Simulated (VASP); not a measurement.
**SnO: single point with PBEsol**

SnO:

```
Sn O
1.0
     0.00000    0.00000   -3.89416
    -3.31561    0.00000    0.00000
    -1.65780   11.41000    0.00000
Sn O
4 4
Cartesian
  0.0000 9.8913 -1.8452
  0.0000 4.1863 -1.8452
  -1.6578 1.5187 -3.7922
  -1.6578 7.2237 -3.7922
  0.0000 2.1985 -1.0755
  0.0000 7.9035 -1.0755
  -1.6578 9.2115 -3.0225
  -1.6578 3.5065 -3.0225
```

```json
{
  "Program": "VASP 6.6.1",
  "Task": "single point",
  "Functional": "PBEsol",
  "Potentials or basis": "VASP PAW PBE potentials, release 64 (Sn_d, O)",
  "Cutoff": "520 eV",
  "k mesh": "7 × 8 × 3",
  "Occupations": "gaussian, width 0.05 eV",
  "Spin": "no spin polarisation"
}
```

* Pressure: 0.7 GPa
* Largest force: 0.178 eV/Å
* Band gap on the k mesh: 0.68 eV

Forces on the atoms (eV/Å):
```
Sn   0.000 -0.057  0.053
Sn   0.000  0.109  0.002
Sn   0.000  0.057  0.053
Sn   0.000 -0.109  0.002
O    0.000 -0.169 -0.057
O    0.000 -0.074  0.002
O    0.000  0.169 -0.057
O    0.000  0.074  0.002
```

Stress tensor (GPa, compression positive):
```
0.39 0.00 0.00
0.00 0.83 0.00
0.00 0.00 0.81
```

Levels at points of the mesh, in eV from the valence-band top:
```
           k point  band 36  band 37  band 38  band 39  band 40  band 41  band 42  band 43  band 44  band 45
(0.00, 0.00, 0.00)    -3.17    -2.66    -2.28    -2.06    -0.35     2.76     2.82     2.88     3.97     4.66
(0.00, 0.50, 0.00)    -3.19    -2.64    -1.60    -1.59     0.00     0.68     1.76     1.84     2.29     5.34
```

It took 23 min on 1 thread of Intel Xeon 8259CL, with other jobs on the host, peak memory 0.57 GiB.

Caveat: the PAW data sets were made with another functional, which shifts forces and pressure a little; spin-orbit coupling is left out, which moves the levels of the heavy elements; an odd mesh through Γ misses points on the zone boundary, where band edges can lie.
